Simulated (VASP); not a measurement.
# Ge (Cmmm) in VASP: further runs

The runs below take Ge through single point, with PBEsol.

All numbers are computed with VASP 6.6.1; they aren't measurements. Logs are shortened: lines on timing, memory, paths and dates and some standing lists are left out, and cuts for length are marked.

### 1 The cell of the first run

The structure is orthorhombic, space group Cmmm (No. 65). Conventional cell: a = 2.836 Å, b = 5.201 Å, c = 2.698 Å, α = 90.00°, β = 90.00°, γ = 90.00°. Ge (site symmetry mmm) has 8 Ge at 2.70 to 2.96 Å within 3.6 Å.

### 2 Single point, PBEsol (strain +0.0150 x Voigt [1, 0, 0, 0, 0, 0])

Contents of INCAR:

```
SYSTEM = Ge
  PREC = Accurate
  ENCUT = 520
  EDIFF = 1E-7
  ISMEAR = 0
  SIGMA = 0.15
  LREAL = .FALSE.
  LASPH = .TRUE.
  NELM = 100
  ALGO = Normal
  ISIF = 2
  LWAVE = .FALSE.
  LCHARG = .TRUE.
  GGA = PS
  LELF = .TRUE.
  LVHAR = .TRUE.
  NBANDS = 13
```

Contents of KPOINTS:

```
Automatic mesh
0
G
  20 20 18
  0 0 0
```

Contents of POSCAR:

```
Ge
1.0
    1.4181062350     -2.6005160000      0.0000000000
    1.4181062350      2.6005160000      0.0000000000
    0.0000000000      0.0000000000      2.6982310000
Ge
1
Direct
    0.5000000000      0.5000000000      0.0000000000
```

Potentials or basis: VASP PAW PBE potentials, release 64 (Ge_d).

Launch:

```
cat potpaw_PBE.64/Ge_d/POTCAR > POTCAR
mpirun -np 1 vasp_std > vasp.out
```

OUTCAR:

```text
SYSTEM = Ge
   PREC = Accurate
   ENCUT = 520
   EDIFF = 1E-7
   ISMEAR = 0
   LREAL = .FALSE.
   LASPH = .TRUE.
   NELM = 100
   ISIF = 2
   GGA = PS

 ion  position               nearest neighbor table
   1  0.500  0.500  0.000-

  LATTYP: Found a base centered orthorhombic cell.
 ALAT       =     2.8362124700
 B/A-ratio  =     1.8337949131
 C/A-ratio  =     0.9513500940

  Lattice vectors:

 A1 = (   1.4181062350,  -2.6005160000,   0.0000000000)
 A2 = (   1.4181062350,   2.6005160000,   0.0000000000)
 A3 = (   0.0000000000,   0.0000000000,   2.6982310000)

Analysis of symmetry for initial positions (statically):
=====================================================================
 Subroutine PRICEL returns:
 Original cell was already a primitive cell.

 Routine SETGRP: Setting up the symmetry group for a
 base centered orthorhombic supercell.

 Subroutine GETGRP returns: Found  8 space group operations
 (whereof  8 operations were pure point group operations)
 out of a pool of  8 trial point group operations.

The static configuration has the point symmetry D_2h.

Analysis of symmetry for dynamics (positions and initial velocities):
=====================================================================
 Subroutine PRICEL returns:
 Original cell was already a primitive cell.

 Routine SETGRP: Setting up the symmetry group for a
 base centered orthorhombic supercell.

 Subroutine GETGRP returns: Found  8 space group operations
 (whereof  8 operations were pure point group operations)
 out of a pool of  8 trial point group operations.

The dynamic configuration has the point symmetry D_2h.

 Subroutine INISYM returns: Found  8 space group operations
 (whereof  8 operations are pure point group operations),
 and found     1 'primitive' translations

----------------------------------------------------------------------------------------

                                     Primitive cell

  volume of cell :      19.9011

  direct lattice vectors                    reciprocal lattice vectors
     1.418106235 -2.600516000  0.000000000     0.352582894 -0.192269534  0.000000000
     1.418106235  2.600516000  0.000000000     0.352582894  0.192269534  0.000000000
     0.000000000  0.000000000  2.698231000     0.000000000  0.000000000  0.370613191

  length of vectors
     2.962044692  2.962044692  2.698231000     0.401599640  0.401599640  0.370613191

  position of ions in fractional coordinates (direct lattice)
     0.500000000  0.500000000  0.000000000

[... 84 lines left out ...]
   TEBEG  =    0.0;   TEEND  =   0.0 temperature during run
   PSTRESS=    0.0 pullay stress
   NELECT =      14.0000    total number of electrons
   NUPDOWN=      -1.0000    fix difference up-down
   EMIN   =  10.00;   EMAX   =-10.00  energy-range for DOS
   EFERMI =   0.00;   METHOD = LEGACY
   ISMEAR =     0;   SIGMA  =   0.15  broadening in eV -4-tet -1-fermi 0-gaus
   EFERMI_NEDOS =   21; number of points for ismear=-14 and -15
   IALGO  =     38    algorithm
   IMIX   =      4    mixing-type and parameters
     AMIX     =   0.40;   BMIX     =  1.00
     AMIX_MAG =   1.60;   BMIX_MAG =  1.00
  volume/ion in A,a.u.               =      19.90       134.30
  Fermi-wavevector in a.u.,A,eV,Ry     =   1.455990  2.751422 28.843081  2.119907
  Thomas-Fermi vector in A             =   2.572960
   LORBIT       =      0    0 simple, 1 ext, 2 COOP (PROOUT), +10 PAW based schemes
   GGA     = PS    functional components
   LHFCALC =     F    Hartree Fock is set to
   AEXX    =    0.0000 exact exchange contribution
   IVDW    =     0    specifies the selected vdW correction
   LEPSILON=     F    determine dielectric tensor
   LRPA    =     F    only Hartree local field effects (RPA)
 non-spin polarized calculation
 Gauss-broadening in eV      SIGMA  =   0.15
  energy-cutoff  :      520.00
  volume of cell :       19.90
 maximum number of plane-waves:       550
 NGX is ok and might be reduce to    24
   NGX = 11   NGY = 11   NGZ = 11

 number of electron      14.0000001 magnetization

 Free energy of the ion-electron system (eV)
  ---------------------------------------------------
  ext. energy  EPLUGINS =         0.00000000
  ---------------------------------------------------
  free energy    TOTEN  =        -4.72748802 eV

  energy without entropy =       -4.72237897  energy(sigma->0) =       -4.72493349

 E-fermi :   5.9343     XC(G=0): -11.1151

 val. band max:        5.9338806902   @ k =  -0.4000   0.1500   0.2778
 cond. band min:       5.9362149111   @ k =   0.2500   0.0000   0.2778
 fundamental gap:      0.0023342209
 Fermi energy:         5.9342691903

 k-point     1 :       0.0000    0.0000    0.0000
  band No.  band energies     occupation
      1     -18.7326      2.00000
      2     -18.6647      2.00000
      3     -18.6267      2.00000
      4     -18.5212      2.00000
      5     -18.5081      2.00000
      6      -6.8250      2.00000
      7      12.6820      0.00000
      8      13.0261      0.00000
      9      14.1513      0.00000
     10      16.1657      0.00000
     11      18.5194      0.00000
     12      20.3465      0.00000
     13      20.4897      0.00000
[... 354 lines left out ...]
  band No.  band energies     occupation
      1     -18.7039      2.00000
      2     -18.6398      2.00000
      3     -18.5694      2.00000
      4     -18.5453      2.00000
      5     -18.5266      2.00000
      6      -4.3569      2.00000
      7       4.5705      2.00000
      8       9.3095      0.00000
      9      14.8927      0.00000
     10      14.9670      0.00000
     11      19.2527      0.00000
     12      25.6528      0.00000
     13      26.0590      0.00000

 [... further k-points ...]

------------------------ aborting loop because EDIFF is reached ----------------------------------------

  FORCE on cell =-STRESS in cart. coord.  units (eV):
  Direction    XX          YY          ZZ          XY          YZ          ZX
  --------------------------------------------------------------------------------------
  -------------------------------------------------------------------------------------
  Total       -0.6322063     -0.7392220     -0.5322850      0.0000000      0.0000000      0.0000000
  in kB      -50.8969782    -59.5124798    -42.8526226      0.0000000      0.0000000      0.0000000
  external PRESSURE =     -51.0873602 kB  Pullay stress =       0.0000000 kB

 VOLUME and BASIS-vectors are now :
 -----------------------------------------------------------------------------
  energy-cutoff  :      520.00
  volume of cell :       19.90
      direct lattice vectors                 reciprocal lattice vectors
     1.418106235 -2.600516000  0.000000000     0.352582894 -0.192269534  0.000000000
     1.418106235  2.600516000  0.000000000     0.352582894  0.192269534  0.000000000
     0.000000000  0.000000000  2.698231000     0.000000000  0.000000000  0.370613191

 POSITION                                       TOTAL-FORCE (eV/Angst)
 -----------------------------------------------------------------------------------
      1.41811      0.00000      0.00000        -0.000000     -0.000000      0.000000
 -----------------------------------------------------------------------------------
    total drift:                               -0.000000     -0.000000     -0.000000

  FREE ENERGIE OF THE ION-ELECTRON SYSTEM (eV)
  ---------------------------------------------------
  free  energy   TOTEN  =        -4.7274880188 eV

  energy  without entropy=       -4.7223789688  energy(sigma->0) =       -4.72493349
```

Wall time 55 s (1 thread of Intel Xeon 6975P-C (Granite Rapids), shared host); peak memory 0.36 GiB.

Results:

```
Free energy            : -4.7275 eV
Pressure               : -5.1 GPa
Band gap on the k mesh : zero (bands 7 and 8 overlap by 9.64 eV)
```

Stress tensor (GPa, compression positive):
```
-5.09  0.00  0.00
 0.00 -5.95  0.00
 0.00  0.00 -4.29
```

Levels at points of the mesh, in eV from the Fermi level:
```
           k point  band 5  band 6  band 7  band 8  band 9  band 10
(0.00, 0.00, 0.00)  -24.44  -12.76    6.75    7.09    8.22    10.23
(0.50, 0.00, 0.00)  -24.46   -7.91   -5.24    3.42    7.43    10.44
(0.50, 0.50, 0.00)  -24.45   -8.57   -5.41    4.79    8.75     9.93
(0.00, 0.00, 0.50)  -24.47   -8.97   -5.62    9.92   11.04    15.89
(0.50, 0.00, 0.50)  -24.37   -3.76   -2.15   -1.69    3.60     6.30
(0.50, 0.50, 0.50)  -24.39   -4.50   -2.27   -2.18    3.30     7.68
```

Caveat: the cell differs from its parent crystal (strain +0.0150 x Voigt [1, 0, 0, 0, 0, 0]); the cell stands under tension; the PAW data sets were made with another functional, which shifts forces and pressure a little.

### 3 Single point, PBEsol (strain +0.0300 x Voigt [1, 0, 0, 0, 0, 0])

Contents of INCAR:

```
  PREC = Accurate
  ENCUT = 520
  EDIFF = 1E-6
  ISMEAR = 0
  SIGMA = 0.15
  LREAL = F
  LASPH = T
  NELM = 60
  ALGO = Normal
  ISIF = 2
  LWAVE = F
  LCHARG = F
  GGA = PS
  NBANDS = 13
```

Contents of KPOINTS:

```
Automatic mesh
0
Gamma
  20 20 18
```

Contents of POSCAR:

```
Ge
1.0
    1.4390634700     -2.6005160000      0.0000000000
    1.4390634700      2.6005160000      0.0000000000
    0.0000000000      0.0000000000      2.6982310000
Ge
1
Direct
    0.5000000000      0.5000000000      0.0000000000
```

Potentials or basis: VASP PAW PBE potentials, release 64 (Ge_d).

Launch:

```
cat potpaw_PBE.64/Ge_d/POTCAR > POTCAR
mpirun -np 1 vasp_std > vasp.out
```

OUTCAR:

```text
PREC = Accurate
   ENCUT = 520
   EDIFF = 1E-6
   ISMEAR = 0
   LREAL = F
   LASPH = T
   NELM = 60
   ISIF = 2
   GGA = PS

 ion  position               nearest neighbor table
   1  0.500  0.500  0.000-

  LATTYP: Found a base centered orthorhombic cell.
 ALAT       =     2.8781269400
 B/A-ratio  =     1.8070891620
 C/A-ratio  =     0.9374954810

  Lattice vectors:

 A1 = (   1.4390634700,  -2.6005160000,   0.0000000000)
[... 564 lines left out ...]
     12      25.4161      0.00000
     13      25.6160      0.00000

 [... further k-points ...]

------------------------ aborting loop because EDIFF is reached ----------------------------------------

  FORCE on cell =-STRESS in cart. coord.  units (eV):
  Direction    XX          YY          ZZ          XY          YZ          ZX
  --------------------------------------------------------------------------------------
  -------------------------------------------------------------------------------------
  Total       -0.7941271     -0.8686837     -0.5635939      0.0000000      0.0000000      0.0000000
  in kB      -63.0016583    -68.9165669    -44.7124299      0.0000000      0.0000000      0.0000000
  external PRESSURE =     -58.8768850 kB  Pullay stress =       0.0000000 kB

 VOLUME and BASIS-vectors are now :
 -----------------------------------------------------------------------------
  energy-cutoff  :      520.00
  volume of cell :       20.20
      direct lattice vectors                 reciprocal lattice vectors
     1.439063470 -2.600516000  0.000000000     0.347448191 -0.192269534  0.000000000
     1.439063470  2.600516000  0.000000000     0.347448191  0.192269534  0.000000000
     0.000000000  0.000000000  2.698231000     0.000000000  0.000000000  0.370613191

 POSITION                                       TOTAL-FORCE (eV/Angst)
 -----------------------------------------------------------------------------------
      1.43906      0.00000      0.00000        -0.000000     -0.000000      0.000000
 -----------------------------------------------------------------------------------
    total drift:                               -0.000000     -0.000000     -0.000000

  FREE ENERGIE OF THE ION-ELECTRON SYSTEM (eV)
  ---------------------------------------------------
  free  energy   TOTEN  =        -4.7173391114 eV

  energy  without entropy=       -4.7121622945  energy(sigma->0) =       -4.71475070
```

Run time: 52 s. Hardware: 1 thread of Intel Xeon 6975P-C (Granite Rapids), shared host; peak memory 0.36 GiB.

What came out:

```
Free energy            : -4.7173 eV
Pressure               : -5.9 GPa
Band gap on the k mesh : zero (bands 7 and 8 overlap by 9.64 eV)
```

Stress tensor (GPa, compression positive):
```
-6.30  0.00  0.00
 0.00 -6.89  0.00
 0.00  0.00 -4.47
```

Caveat: the cell differs from its parent crystal (strain +0.0300 x Voigt [1, 0, 0, 0, 0, 0]); the cell stands under tension; the PAW data sets were made with another functional, which shifts forces and pressure a little.
